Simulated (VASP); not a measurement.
AlPt, 2 atoms in the cell. Symmetry: Pm-3m, No. 221, cubic system. The conventional cell has a = 3.132 Å, b = 3.132 Å, c = 3.132 Å, α = 90.00°, β = 90.00°, γ = 90.00°. Within 3.6 Å of Al (site symmetry m-3m) lie 8 Pt at 2.71 Å and 6 Al at 3.13 Å. Pt (site symmetry m-3m) has 8 Al at 2.71 Å and 6 Pt at 3.13 Å within 3.6 Å. 

```yaml
Program: VASP 6.6.1
Task: single point
Functional: r2SCAN
Potentials_or_basis: VASP PAW PBE potentials, release 64 (Al, Pt)
Cutoff: 520 eV
k_mesh: 9 × 9 × 9
Occupations: methfessel-paxton, width 0.1 eV
Spin: no spin polarisation
Dipole_correction: no
Further_INCAR_settings: ALGO = Normal; EDIFF = 1e-07; NBANDS = 14
```

Potentials or basis: VASP PAW PBE potentials, release 64 (Al, Pt).

The run is started by

```sh
$ cat potpaw_PBE.64/Al/POTCAR potpaw_PBE.64/Pt/POTCAR > POTCAR
$ cp INCAR.step1 INCAR
$ mpirun -np 1 vasp_std > vasp.out
$ cp INCAR.step2 INCAR
$ mpirun -np 1 vasp_std > vasp.out
```

Hardware: 1 thread of Intel(R) Xeon(R) Platinum 8175M CPU @ 2.50GHz (Skylake/Cascade Lake), with other jobs on the host.

Task: How long does it take, and how much memory?

Result: It took 47 s on 1 thread of Intel(R) Xeon(R) Platinum 8175M CPU @ 2.50GHz (Skylake/Cascade Lake) (shared host), peak memory 0.15 GiB. Counts: k points 35.
